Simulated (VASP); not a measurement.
A run of VASP 6.6.1 is set up as follows.

File POSCAR:

```
TaN
1.0
    0.0000000000      2.2113230000      2.2113230000
    2.2113230000      0.0000000000      2.2113230000
    2.2113230000      2.2113230000      0.0000000000
Ta N
1 1
Direct
    0.5000000000      0.5000000000      0.5000000000
    0.0000000000      0.0000000000      0.0000000000
```

File INCAR.step1:

```
SYSTEM = TaN
  ALGO = Normal
  EDIFF = 1E-5
  ENCUT = 520
  GGA = PE
  GGA_COMPAT = .FALSE.
  ISIF = 2
  ISMEAR = -1
  LASPH = .TRUE.
  LMAXMIX = 4
  LORBIT = 11
  LORBMOM = .TRUE.
  LREAL = .FALSE.
  LSORBIT = .TRUE.
  LWAVE = .TRUE.
  MAGMOM = 0 0 0 0 0 0
  NBANDS = 28
  NELM = 150
  PREC = Accurate
  SIGMA = 0.05
```

INCAR.step2

```
SYSTEM = TaN
  AEXX = 0.25
  ALGO = Normal
  EDIFF = 1E-6
  ENCUT = 520
  GGA = PE
  GGA_COMPAT = .FALSE.
  ISIF = 2
  ISMEAR = -1
  ISTART = 1
  LASPH = .TRUE.
  LCHARG = .TRUE.
  LHFCALC = .TRUE.
  LMAXMIX = 4
  LORBIT = 11
  LORBMOM = .TRUE.
  LREAL = .FALSE.
  LSORBIT = .TRUE.
  LVHAR = .TRUE.
  LWAVE = .FALSE.
  MAGMOM = 0 0 0 0 0 0
  NBANDS = 28
  NELM = 150
  PREC = Accurate
  PRECFOCK = Normal
  SIGMA = 0.05
```

The input KPOINTS:

```
k-points
0
G
  4 4 4
  0 0 0
```

Potentials or basis: VASP PAW PBE potentials, release 64 (Ta_pv, N).

The run is started by

```bash
$ cat potpaw_PBE.64/Ta_pv/POTCAR potpaw_PBE.64/N/POTCAR > POTCAR
$ cp INCAR.step1 INCAR
$ mpirun -np 1 vasp_ncl > vasp.out
$ cp INCAR.step2 INCAR
$ mpirun -np 1 vasp_ncl > vasp.out
```

(1) Predict the pressure.

(2) Estimate the net moment.

## Answers

(1) -8.5 GPa.

(2) 0.03 μB per cell.

Caveat: the k points lie up to 0.62 Å⁻¹ apart; the PAW data sets were made with another functional, which shifts forces and pressure a little.
